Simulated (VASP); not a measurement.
# Ti (P6/mmm) in VASP: notebook, part 2 of 2

VASP 6.6.1. Earlier steps stand in the parts before.

**3. Single point, PBE**

This run uses another cell than the first one, of 17.14 Å³/atom, 1.041 times its volume.

File INCAR:

```
ALGO = Normal
EDIFF = 1E-6
ENCUT = 520
GGA = PE
ISIF = 2
ISMEAR = -1
LASPH = T
LCHARG = T
LELF = T
LREAL = F
LVHAR = T
LWAVE = F
NBANDS = 25
NELM = 80
PREC = Accurate
SIGMA = 0.05
```

File KPOINTS:

```
k-points
0
Gamma
  7 7 9
```

File POSCAR:

```
Ti
1.0
    4.5796566104      0.0000000000      0.0000000000
   -2.2898283052      3.9660989652      0.0000000000
    0.0000000000      0.0000000000      2.8314517167
Ti
3
Direct
    0.6666666667      0.3333333333      0.5000000000
    0.3333333333      0.6666666667      0.5000000000
    0.0000000000      0.0000000000      0.0000000000
```

Potentials or basis: VASP PAW PBE potentials, release 64 (Ti_sv).

Started as:

```
cat potpaw_PBE.64/Ti_sv/POTCAR > POTCAR
mpirun -np 1 vasp_std > vasp.out
```

OUTCAR:

```text
EDIFF = 1E-6
   ENCUT = 520
   GGA = PE
   ISIF = 2
   ISMEAR = -1
   LASPH = T
   LREAL = F
   NELM = 80
   PREC = Accurate

 ion  position               nearest neighbor table
   1  0.667  0.333  0.500-   2 2.64   2 2.64   2 2.64
   2  0.333  0.667  0.500-   1 2.64   1 2.64   1 2.64
   3  0.000  0.000  0.000-

  LATTYP: Found a hexagonal cell.
 ALAT       =     4.5796566104
 C/A-ratio  =     0.6182672540

  Lattice vectors:

 A1 = (   4.5796566104,   0.0000000000,   0.0000000000)
 A2 = (  -2.2898283052,   3.9660989652,   0.0000000000)
 A3 = (   0.0000000000,   0.0000000000,   2.8314517167)

Analysis of symmetry for initial positions (statically):
=====================================================================
 Subroutine PRICEL returns:
 Original cell was already a primitive cell.

 Routine SETGRP: Setting up the symmetry group for a
 hexagonal supercell.

 Subroutine GETGRP returns: Found 24 space group operations
 (whereof 24 operations were pure point group operations)
 out of a pool of 24 trial point group operations.

The static configuration has the point symmetry D_6h.

Analysis of symmetry for dynamics (positions and initial velocities):
=====================================================================
 Subroutine PRICEL returns:
 Original cell was already a primitive cell.

 Routine SETGRP: Setting up the symmetry group for a
 hexagonal supercell.

 Subroutine GETGRP returns: Found 24 space group operations
 (whereof 24 operations were pure point group operations)
 out of a pool of 24 trial point group operations.

[... 106 lines left out ...]
   IBRION =     -1    ionic relax: 0-MD 1-quasi-New 2-CG
   NFREE  =      0    steps in history (QN), initial steepest desc. (CG)
   ISIF   =      2    stress and relaxation
   ISYM   =      2    0-nonsym 1-usesym 2-fastsym
   POTIM  = 0.5000    time-step for ionic-motion
   TEBEG  =    0.0;   TEEND  =   0.0 temperature during run
   PSTRESS=    0.0 pullay stress
   NELECT =      36.0000    total number of electrons
   NUPDOWN=      -1.0000    fix difference up-down
   EMIN   =  10.00;   EMAX   =-10.00  energy-range for DOS
   EFERMI =   0.00;   METHOD = LEGACY
   ISMEAR =    -1;   SIGMA  =   0.05  broadening in eV -4-tet -1-fermi 0-gaus
   EFERMI_NEDOS =   21; number of points for ismear=-14 and -15
   IALGO  =     38    algorithm
   IMIX   =      4    mixing-type and parameters
     AMIX     =   0.40;   BMIX     =  1.00
     AMIX_MAG =   1.60;   BMIX_MAG =  1.00
  volume/ion in A,a.u.               =      17.14       115.69
  Fermi-wavevector in a.u.,A,eV,Ry     =   1.453585  2.746878 28.747880  2.112910
  Thomas-Fermi vector in A             =   2.570835
   LORBIT       =      0    0 simple, 1 ext, 2 COOP (PROOUT), +10 PAW based schemes
   GGA     = PE    functional components
   LHFCALC =     F    Hartree Fock is set to
   AEXX    =    0.0000 exact exchange contribution
   IVDW    =     0    specifies the selected vdW correction
   LEPSILON=     F    determine dielectric tensor
   LRPA    =     F    only Hartree local field effects (RPA)
 non-spin polarized calculation
  energy-cutoff  :      520.00
  volume of cell :       51.43
 maximum number of plane-waves:      1414
 NGX is ok and might be reduce to    36
   NGX = 17   NGY = 17   NGZ = 11

 number of electron      35.9999985 magnetization

 Free energy of the ion-electron system (eV)
  ---------------------------------------------------
  ext. energy  EPLUGINS =         0.00000000
  ---------------------------------------------------
  free energy    TOTEN  =       -23.53488778 eV

  energy without entropy =      -23.51272400  energy(sigma->0) =      -23.52380589

 E-fermi :   8.3574     XC(G=0): -11.5589

 val. band max:        8.3532676330   @ k =   0.4286   0.1429   0.3333
 cond. band min:       8.3890002540   @ k =   0.2857   0.1429   0.0000
 fundamental gap:      0.0357326209
 Fermi energy:         8.3574113918

 k-point     1 :       0.0000    0.0000    0.0000
  band No.  band energies     occupation
      1     -48.5265      2.00000
      2     -48.2679      2.00000
      3     -48.1056      2.00000
      4     -24.8397      2.00000
      5     -24.8397      2.00000
      6     -24.7304      2.00000
[... 661 lines left out ...]
     24      10.9236      0.00000
     25      10.9425      0.00000

 [... further k-points ...]
[... 5 lines left out ...]
  --------------------------------------------------------------------------------------
  -------------------------------------------------------------------------------------
  Total       -0.0714636     -0.0714636     -0.0821611      0.0000000      0.0000000      0.0000000
  in kB       -2.2263321     -2.2263321     -2.5595962      0.0000000      0.0000000      0.0000000
  external PRESSURE =      -2.3374201 kB  Pullay stress =       0.0000000 kB

 VOLUME and BASIS-vectors are now :
 -----------------------------------------------------------------------------
  energy-cutoff  :      520.00
  volume of cell :       51.43
      direct lattice vectors                 reciprocal lattice vectors
     4.579656610  0.000000000  0.000000000     0.218356983  0.126068463  0.000000000
    -2.289828305  3.966098965  0.000000000     0.000000000  0.252136926  0.000000000
     0.000000000  0.000000000  2.831451717     0.000000000  0.000000000  0.353175720

 POSITION                                       TOTAL-FORCE (eV/Angst)
 -----------------------------------------------------------------------------------
      2.28983      1.32203      1.41573        -0.000000     -0.000000      0.000000
     -0.00000      2.64407      1.41573         0.000000      0.000000     -0.000000
      0.00000      0.00000      0.00000         0.000000      0.000000      0.000000
 -----------------------------------------------------------------------------------
    total drift:                                0.000000      0.000000     -0.000000

  FREE ENERGIE OF THE ION-ELECTRON SYSTEM (eV)
  ---------------------------------------------------
  free  energy   TOTEN  =       -23.5348877835 eV

  energy  without entropy=      -23.5127239969  energy(sigma->0) =      -23.52380589
```

OSZICAR:

```text
N       E                     dE             d eps       ncg     rms          rms(c)
DAV:   1     0.428532328124E+03    0.42853E+03   -0.18767E+04  2008   0.179E+03
DAV:   2     0.224115854646E+02   -0.40612E+03   -0.39912E+03  2010   0.512E+02
DAV:   3    -0.230236294005E+02   -0.45435E+02   -0.44471E+02  3711   0.147E+02
DAV:   4    -0.265295399589E+02   -0.35059E+01   -0.34879E+01  2726   0.378E+01
DAV:   5    -0.267099345282E+02   -0.18039E+00   -0.18029E+00  3165   0.711E+00    0.149E+01
DAV:   6    -0.235206090496E+02    0.31893E+01   -0.11566E+01  2500   0.323E+01    0.370E+00
DAV:   7    -0.235045137141E+02    0.16095E-01   -0.12442E+00  3122   0.742E+00    0.243E+00
DAV:   8    -0.235734369019E+02   -0.68923E-01   -0.49166E-01  2918   0.730E+00    0.215E+00
DAV:   9    -0.235479738917E+02    0.25463E-01   -0.47717E-01  2883   0.530E+00    0.862E-01
DAV:  10    -0.235342320804E+02    0.13742E-01   -0.77321E-02  2624   0.296E+00    0.984E-02
DAV:  11    -0.235348204424E+02   -0.58836E-03   -0.64021E-03  2961   0.669E-01    0.131E-01
DAV:  12    -0.235349222653E+02   -0.10182E-03   -0.46384E-04  2605   0.177E-01    0.427E-02
DAV:  13    -0.235348887568E+02    0.33509E-04   -0.11088E-04  2798   0.711E-02    0.989E-03
DAV:  14    -0.235348872326E+02    0.15242E-05   -0.98781E-06  2864   0.338E-02    0.582E-03
DAV:  15    -0.235348877835E+02   -0.55094E-06   -0.71266E-07  1333   0.789E-03
   1 F= -.23534888E+02 E0= -.23523806E+02  d E =-.221638E-01
```

It took 25 s on 1 thread of Intel Xeon 6975P-C (Granite Rapids), shared host; peak memory 0.19 GiB.

What came out:

```
Free energy            : -23.5349 eV
Pressure               : -0.2 GPa
Band gap on the k mesh : zero (band 18 reaches 8.55 eV, above the bottom of band 19 at 8.29 eV)
```

**4. Single point, revPBE**

This run uses another cell than the first one, of 17.51 Å³/atom, 1.063 times its volume.

File INCAR:

```
  PREC = Accurate
  ENCUT = 520
  EDIFF = 1E-6
  ISMEAR = -1
  SIGMA = 0.05
  LREAL = F
  LASPH = T
  NELM = 60
  ALGO = Normal
  ISIF = 2
  LWAVE = F
  LCHARG = F
  GGA = RE
  NBANDS = 25
```

File KPOINTS:

```
regular mesh
0
Gamma
  7 7 9
```

File POSCAR:

```
Ti
1.0
    4.6142514669      0.0000000000      0.0000000000
   -2.3071257334      3.9960589897      0.0000000000
    0.0000000000      0.0000000000      2.8487352090
Ti
3
Direct
    0.6666666667      0.3333333333      0.5000000000
    0.3333333333      0.6666666667      0.5000000000
    0.0000000000      0.0000000000      0.0000000000
```

Started as:

```
cat potpaw_PBE.64/Ti_sv/POTCAR > POTCAR
mpirun -np 1 vasp_std > vasp.out
```

Run time: 25 s. Hardware: 1 thread of Intel Xeon 6975P-C (Granite Rapids), shared host; peak memory 0.19 GiB.

The run converged. Its results:

- Free energy: -22.5721 eV
- Pressure: -0.2 GPa
- Band gap on the k mesh: zero (band 18 reaches 8.41 eV, above the bottom of band 19 at 8.17 eV)

Levels at points of the mesh, in eV from the Fermi level:
| k point | band 14 | band 15 | band 16 | band 17 | band 18 | band 19 | band 20 | band 21 | band 22 | band 23 |
| --- | --- | --- | --- | --- | --- | --- | --- | --- | --- | --- |
| (0.00, 0.00, 0.00) | -1.87 | -0.70 | -0.70 | -0.61 | -0.61 | -0.03 | 0.67 | 1.27 | 1.27 | 1.79 |

Caveat: the PAW data sets were made with another functional, which shifts forces and pressure a little.

**5. Overview**

| level | cell | gap on the mesh (eV) | pressure (GPa) |
| --- | --- | --- | --- |
| PBEsol | a = 4.516, b = 4.516, c = 2.798 Å, angles 90.0, 90.0, 120.0°, 3 atoms | none | -0.2 |
| PBE | a = 4.580, b = 4.580, c = 2.831 Å, angles 90.0, 90.0, 120.0°, 3 atoms | none | -0.2 |
| revPBE | a = 4.614, b = 4.614, c = 2.849 Å, angles 90.0, 90.0, 120.0°, 3 atoms | none | -0.2 |

Alike in all rows: task single point; potentials or basis VASP PAW PBE potentials, release 64 (Ti_sv); no spin polarisation; k mesh 7 × 7 × 9; cutoff (eV) 520; smearing fermi-dirac 0.05 eV.

Caveats: the PAW data sets were made with another functional, which shifts forces and pressure a little (some runs).

Absolute energies hang on the potentials; compare differences alone.
